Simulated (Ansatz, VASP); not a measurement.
# One calculation of Sc, two programs

File INCAR:

```
PREC = Accurate ; ENCUT = 500
EDIFF = 1E-6 ; ISMEAR = 1
SIGMA = 0.2 ; LREAL = F
LASPH = T ; NELM = 120
ALGO = Normal ; ISIF = 2
LWAVE = F ; LCHARG = F
GGA = CA ; NBANDS = 18
GGA_COMPAT = F
```

KPOINTS

```
Automatic mesh
0
Gamma
  11 11 6
```

File POSCAR:

```
Sc
1.0
    3.2269060027      0.0000000000      0.0000000000
   -1.6134530014      2.7945825740      0.0000000000
    0.0000000000      0.0000000000      5.0094253455
Sc
2
Direct
    0.3333333333      0.6666666667      0.2500000000
    0.6666666667      0.3333333333      0.7500000000
```

Input for Ansatz:

```yaml
crystal:
  lattice:
    - [3.2269060027, 0.0, 0.0]
    - [-1.6134530014, 2.794582574, 0.0]
    - [0.0, 0.0, 5.0094253455]
  atoms:
    - { symbol: Sc, position: [0.3333333333, 0.6666666667, 0.25] }
    - { symbol: Sc, position: [0.6666666667, 0.3333333333, 0.75] }
hamiltonian:
  xc: lda
  pseudopotentials:
    kind: paw
    azcp:
      Sc: "pseudopotentials/Sc.paw.azcp"
basis:
  ecutwfc: 420
  fft_grid_basis: typed
kpoints:
  mp_grid: { grid: [11, 11, 6], shift: [0, 0, 0] }
magnetization:
  spin_polarized: false
scf:
  occupations: { method: methfessel_paxton, width: 0.2 }
  lower_state_search: "off"
output:
  stress: true
```

Alike in both runs: task single point; functional LDA; k mesh 11 × 11 × 6; occupations methfessel-paxton of order 1, width 0.2 eV; no spin polarisation.

|  | VASP | Ansatz |
| --- | --- | --- |
| version | VASP 6.6.1 | Ansatz 0.2.0 |
| potentials or method | VASP PAW LDA potentials, release 64 (Sc_sv), cutoff 500 eV | plane waves (420 eV) with PAW, scalar-relativistic |
| valence electrons in the cell | 22 | 22 |

VASP gave:

* pressure (GPa): -0.1
* traceless stress, the component that is largest in VASP (GPa): -0.37

Question: What did Ansatz give for the same quantities?

Answer: Pressure (GPa): -0.2; traceless stress, the component that is largest in VASP (GPa): -0.36.

Ansatz warns that its potentials were made for another functional, while VASP's fit it. LDA's correlation is that of Perdew and Zunger in VASP and of Perdew and Wang (1992) in Ansatz.
